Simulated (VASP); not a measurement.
A run of VASP 6.6.1 is set up as follows.

Contents of POSCAR:

```
BN
1.0
   -2.5439665234      0.0000000000      0.0000000000
   -1.2719832617     -2.2031396357      0.0000000000
    0.0000000000      0.0000000000     14.6232348039
B N
6 6
Direct
    0.6666666667      0.6666666667      0.1977805731
    0.6666666667      0.6666666667      0.4855243583
    0.6666666667      0.6666666667      0.7732681435
    0.3333333333      0.3333333333      0.0539086804
    0.3333333333      0.3333333333      0.3416524657
    0.3333333333      0.3333333333      0.6293962509
    0.6666666667      0.6666666667      0.0899919865
    0.6666666667      0.6666666667      0.3777357718
    0.6666666667      0.6666666667      0.6654795570
    0.3333333333      0.3333333333      0.8093514496
    0.3333333333      0.3333333333      0.2338638792
    0.3333333333      0.3333333333      0.5216076644
```

File INCAR.step1:

```
ALGO = Normal ; EDIFF = 1E-4
ENCUT = 520 ; GGA = PE
ISMEAR = 0 ; LASPH = True
LCHARG = False ; LREAL = False
LWAVE = True ; NBANDS = 36
NELM = 100 ; PREC = Accurate
SIGMA = 0.05
```

INCAR.step2

```
ALGO = Normal ; EDIFF = 1E-7
ENCUT = 520 ; ISIF = 2
ISMEAR = 0 ; ISTART = 1
LASPH = True ; LCHARG = True
LELF = True ; LMIXTAU = True
LREAL = False ; LVHAR = True
LWAVE = False ; METAGGA = R2SCAN
NBANDS = 36 ; NELM = 100
PREC = Accurate ; SIGMA = 0.05
```

File KPOINTS:

```
k-points
0
Gamma
  10 10 2
```

Potentials or basis: VASP PAW PBE potentials, release 64 (B, N).

The run is started by

```console
$ cat potpaw_PBE.64/B/POTCAR potpaw_PBE.64/N/POTCAR > POTCAR
$ cp INCAR.step1 INCAR
$ mpirun -np 1 vasp_std > vasp.out
$ cp INCAR.step2 INCAR
$ mpirun -np 1 vasp_std > vasp.out
```

Task: Estimate the band gap on the k mesh.

Result: Zero (bands 24 and 25 overlap by 0.26 eV).

Task: Estimate the pressure.

Result: -3.1 GPa.

Task: What does it give for the largest force?

Result: 3.994 eV/Å.

Stress tensor (GPa, compression positive):
```
-1.43  0.00  0.00
 0.00 -1.43  0.00
 0.00  0.00 -6.31
```

Caveat: the cell differs from its parent crystal (the distance across one plane changed); the cell stands under tension; semilocal functionals underestimate gaps, and a narrow one can read as zero; the PAW data sets were made with another functional, which shifts forces and pressure a little.
